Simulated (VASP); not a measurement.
Input of a VASP 6.6.1 run:

File INCAR:

```
PREC = Accurate ; ENCUT = 520
EDIFF = 1E-6 ; ISMEAR = 0
SIGMA = 0.05 ; LREAL = F
LASPH = T ; NELM = 100
ALGO = Normal ; ISIF = 2
LWAVE = F ; LCHARG = F
GGA = PS ; NBANDS = 16
```

KPOINTS

```
regular mesh
0
Gamma
  9 9 6
```

The input POSCAR:

```
MgO
1.0
    3.4191000000      0.0000000000      0.0000000000
   -1.7095500000      2.9610274581      0.0000000000
    0.0000000000      0.0000000000      5.3206000000
Mg O
2 2
Direct
    0.3333333333      0.6666666667      0.0036583380
    0.6666666667      0.3333333333      0.5036583380
    0.3333333333      0.6666666667      0.4009416620
    0.6666666667      0.3333333333      0.9009416620
```

Potentials or basis: VASP PAW PBE potentials, release 64 (Mg, O).

Command:

```bash
$ cat potpaw_PBE.64/Mg/POTCAR potpaw_PBE.64/O/POTCAR > POTCAR
$ mpirun -np 1 vasp_std > vasp.out
```

Task: Predict the pressure.

Result: -12.0 GPa.

Task: Predict the band gap on the k mesh.

Result: 2.74 eV, direct.

Task: Predict the largest force.

Result: 0.202 eV/Å.

Stress tensor (GPa, compression positive):
```
-11.66   0.00   0.00
  0.00 -11.66   0.00
  0.00   0.00 -12.70
```

Caveat: the PAW data sets were made with another functional, which shifts forces and pressure a little. A k mesh can miss the band edges.
